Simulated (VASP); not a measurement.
Input of a VASP 6.6.1 run:

File INCAR:

```
PREC = Accurate
ENCUT = 520
EDIFF = 1E-6
ISMEAR = 0
SIGMA = 0.03
LREAL = False
LASPH = True
NELM = 100
ALGO = Normal
ISIF = 2
LWAVE = False
LCHARG = True
GGA = PS
LELF = True
LVHAR = True
NBANDS = 26
```

KPOINTS

```
regular mesh
0
Gamma
  12 12 6
```

The input POSCAR:

```
SiGe
1.0
    3.9044512986      0.0000000000      0.0000000000
   -1.9522256493      3.3813540124      0.0000000000
    0.0000000000      0.0000000000      6.4507830000
Si Ge
2 2
Direct
    0.6666666667      0.3333333333      0.9327394779
    0.3333333333      0.6666666667      0.4327394779
    0.6666666667      0.3333333333      0.5003920000
    0.3333333333      0.6666666667      0.0003920000
```

Potentials or basis: VASP PAW PBE potentials, release 64 (Si, Ge_d).

The run is started by

```console
$ cat potpaw_PBE.64/Si/POTCAR potpaw_PBE.64/Ge_d/POTCAR > POTCAR
$ mpirun -np 1 vasp_std > vasp.out
```

What does it give for the band gap on the k mesh?

Zero (band 18 reaches 6.59 eV, above the bottom of band 19 at 5.29 eV).

What does it give for the pressure?

2.5 GPa.

Forces on the atoms (eV/Å):
```
Si   0.000  0.000 -2.087
Si   0.000  0.000 -2.087
Ge   0.000  0.000  2.087
Ge   0.000  0.000  2.087
```

Caveat: the cell differs from its parent crystal (all Si atoms moved +0.375 Å, as atom 1 along Cartesian [0 0 1]); the PAW data sets were made with another functional, which shifts forces and pressure a little.
